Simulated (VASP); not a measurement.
The system is Si2C.

```
Si C
1.0
     3.94950    0.00000    0.00000
     0.00000    3.94950    0.00000
     0.00000    0.00000    4.82815
Si C
4 2
Direct
  0.50000 0.00000 0.25597
  0.00000 0.50000 0.25597
  0.50000 0.00000 0.74403
  0.00000 0.50000 0.74403
  0.50000 0.50000 0.15674
  0.50000 0.50000 0.84326
```

The cell was built from a structure type or drawn by symmetry, and may not be a known phase.

* Program: VASP 6.6.1
* Task: relaxation of cell and atoms
* Functional: PBE
* Potentials or basis: VASP PAW PBE potentials, release 64 (Si, C)
* Cutoff: 600 eV
* k mesh: 10 × 10 × 8
* Occupations: gaussian, width 0.1 eV
* Spin: no spin polarisation

At the start: pressure 0.1 GPa; volume 12.55 Å³/atom.

Q: Where does the relaxation end?

A: Over 7 steps the energy falls by 2.0 meV/atom and the volume is 12.57 Å³/atom (+0.1 %); space group P4/mmm (No. 123, to 0.1 Å) before and after.

The path:
```csv
step,energy change (eV),largest force (eV/Å),pressure (GPa),volume (Å³)
1,0.0000,0.3226,0.13,75.31
2,-0.0103,0.2150,-0.16,75.43
3,-0.0108,0.1826,-0.13,75.41
4,-0.0112,0.1679,0.34,75.32
5,-0.0118,0.0298,0.13,75.35
6,-0.0120,0.0141,0.00,75.43
7,-0.0120,0.0022,0.03,75.41
```

Final structure:
```yaml
crystal:
  lattice:
    - [3.93760, 0.00000, 0.00000]
    - [0.00000, 3.93760, 0.00000]
    - [0.00000, 0.00000, 4.86387]
  atoms:
    - { symbol: Si, position: [0.50000, 0.00000, 0.25859] }
    - { symbol: Si, position: [0.00000, 0.50000, 0.25859] }
    - { symbol: Si, position: [0.50000, 0.00000, 0.74141] }
    - { symbol: Si, position: [0.00000, 0.50000, 0.74141] }
    - { symbol: C, position: [0.50000, 0.50000, 0.15527] }
    - { symbol: C, position: [0.50000, 0.50000, 0.84473] }
```
